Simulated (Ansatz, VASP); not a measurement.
## One calculation of B3P2, two programs

Contents of INCAR:

```
SYSTEM = B3P2
PREC = Accurate
ENCUT = 600
EDIFF = 1E-6
ISMEAR = 0
SIGMA = 0.1
LREAL = .FALSE.
LASPH = .TRUE.
NELM = 80
ALGO = Normal
ISIF = 3
LWAVE = .FALSE.
LCHARG = .FALSE.
GGA = PE
IBRION = 2
NSW = 100
EDIFFG = -0.015
```

File KPOINTS:

```
Automatic mesh
0
G
  12 12 4
  0 0 0
```

POSCAR

```
B3P2
1.0
    3.0753193068     -0.0247080994      0.0632486760
   -1.5590574951      2.7044333939     -0.0547518504
    0.1299258171     -0.0548582954      6.3450638289
B P
3 2
Direct
   -0.0157624432     -0.0323933049      0.0159355080
    0.3375059407      0.6596095288      0.4572817094
    0.6279646656      0.3407538445      0.5176237138
    0.3354633406      0.6438110543      0.2074318929
    0.7148284963      0.3882188774      0.8017271760
```

Input for Ansatz:

```yaml
crystal:
  lattice:
    - [3.0753193068, -0.0247080994, 0.063248676]
    - [-1.5590574951, 2.7044333939, -0.0547518504]
    - [0.1299258171, -0.0548582954, 6.3450638289]
  atoms:
    - { symbol: B, position: [-0.0157624432, -0.0323933049, 0.015935508] }
    - { symbol: B, position: [0.3375059407, 0.6596095288, 0.4572817094] }
    - { symbol: B, position: [0.6279646656, 0.3407538445, 0.5176237138] }
    - { symbol: P, position: [0.3354633406, 0.6438110543, 0.2074318929] }
    - { symbol: P, position: [0.7148284963, 0.3882188774, 0.801727176] }
basis:
  ecutwfc: 420
kpoints:
  mp_grid: { grid: [12, 12, 4] }
hamiltonian:
  xc: pbe
scf:
  occupations: { method: gaussian, width: 0.1 }
output:
  forces: true
  stress: true
  eigenvalues: true
relax:
  adjacent_minimum: "off"
  f_tol: 0.015
  max_steps: 120
  cell: { stress_tol: 0.15 }
```

Change from the starting cell: anti-A-type sesquioxide type (P-3m1, No. 164); cell x1, atoms moved at random (sigma 0.15 Å) and cell strained at random (1.5 %), then relaxed without symmetry.

Alike in both runs: task relaxation of cell and atoms; functional PBE; k mesh 12 × 12 × 4; occupations gaussian, width 0.1 eV; no spin polarisation.

```csv
,VASP,Ansatz
version,VASP 6.6.1,Ansatz 0.2.0
potentials or method,"VASP PAW PBE potentials, release 64 (B, P), cutoff 600 eV","scalar-relativistic, plane waves, PAW"
valence electrons in the cell,19,19
```

```tsv
	VASP	Ansatz	Ansatz less VASP
gap on the k mesh at the Fermi level, each at its own relaxed structure (eV)	none	none	-
relaxed volume (Å³/atom)	10.42	10.43	+0.011
relaxed cell length with the largest relative difference (Å)	6.396	6.400	+0.0045
```

A gap of «none» marks a metal or a gap that the smearing closes.
